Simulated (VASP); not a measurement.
Wanted: the native input for a VASP 6.6.1 run.

| Property | Result |
| --- | --- |
| Task | single point |
| Functional | PBEsol |
| Potentials or basis | VASP PAW PBE potentials, release 64 (Al, N) |
| Cutoff | 600 eV |
| k mesh | 8 × 8 × 5 |
| Occupations | fermi-dirac, width 0.05 eV |
| Spin | no spin polarisation |
| Dipole correction | no |
| Further INCAR settings | ALGO = Normal; EDIFF = 1e-06; NBANDS = 16 |

The structure of AlN lies in POSCAR:

```
AlN
1.0
    3.1130000000      0.0000000000      0.0000000000
   -1.5565000000      2.6959370820      0.0000000000
    0.0000000000      0.0000000000      4.9810000000
Al N
2 2
Direct
    0.6666666667      0.3333333333      0.5000000000
    0.3333333333      0.6666666667      0.0000000000
    0.6666666667      0.3333333333      0.8800000000
    0.3333333333      0.6666666667      0.3800000000
```

These files were run (other wordings do the same):

INCAR

```
SYSTEM = AlN
PREC = Accurate
ENCUT = 600
EDIFF = 1E-6
ISMEAR = -1
SIGMA = 0.05
LREAL = .False.
LASPH = .True.
NELM = 120
ALGO = Normal
ISIF = 2
LWAVE = .False.
LCHARG = .False.
GGA = PS
NBANDS = 16
GGA_COMPAT = .False.
```

KPOINTS

```
regular mesh
0
Gamma
  8 8 5
  0 0 0
```

Potentials or basis: VASP PAW PBE potentials, release 64 (Al, N).

Launch:

```console
$ cat potpaw_PBE.64/Al/POTCAR potpaw_PBE.64/N/POTCAR > POTCAR
$ mpirun -np 1 vasp_std > vasp.out
```

Results of the run:

- Pressure: 0.0 GPa
- Largest force: 0.132 eV/Å
- Band gap on the k mesh: 4.15 eV, direct

Caveat: the PAW data sets were made with another functional, which shifts forces and pressure a little.

Wall time 24 s on 1 thread of Intel Xeon 6975P-C, with other jobs on the host, peak memory 0.18 GiB.
